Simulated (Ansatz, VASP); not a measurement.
One calculation of Te, two programs

```
CELL_PARAMETERS angstrom
4.31861 0.00000 0.00000
-2.15930 3.74002 0.00000
0.00000 0.00000 5.96574
ATOMIC_POSITIONS crystal
Te 0.28474 0.00000 0.33333
Te 0.00000 0.28474 0.66667
Te 0.71526 0.71526 0.00000
```

Alike in both runs: functional PBE; dispersion D3(BJ); k mesh 12 × 12 × 6; occupations gaussian, width 0.01 eV; no spin polarisation.

Ansatz relaxed the structure, and its values are those at the end. VASP's run is a single point on that final structure, the one shown.

|  | VASP | Ansatz |
| --- | --- | --- |
| version | VASP 6.6.1 | Ansatz 0.2.0 |
| potentials or method | VASP PAW PBE potentials, release 64 (Te), cutoff 520 eV | scalar-relativistic, plane waves, PAW |
| valence electrons in the cell | 18 | 48 |

VASP gave:

| Item | Value |
| --- | --- |
| gap on the k mesh at the Fermi level (eV) | 0.02 |
| least direct gap on the mesh (eV) | 0.02 |
| pressure (GPa) | 0.0 |
| rms of the force components (eV/Å) | 0.007 |

Task: What did Ansatz give for the same quantities?

Result: gap on the k mesh at the Fermi level (eV): 0.04; least direct gap on the mesh (eV): 0.04; pressure (GPa): 0.0; rms of the force components (eV/Å): 0.002.

VASP's potentials hold 18 valence electrons a cell and Ansatz's 48, so a difference there can come from the potentials and not from the codes.

Spin-orbit coupling is off throughout.
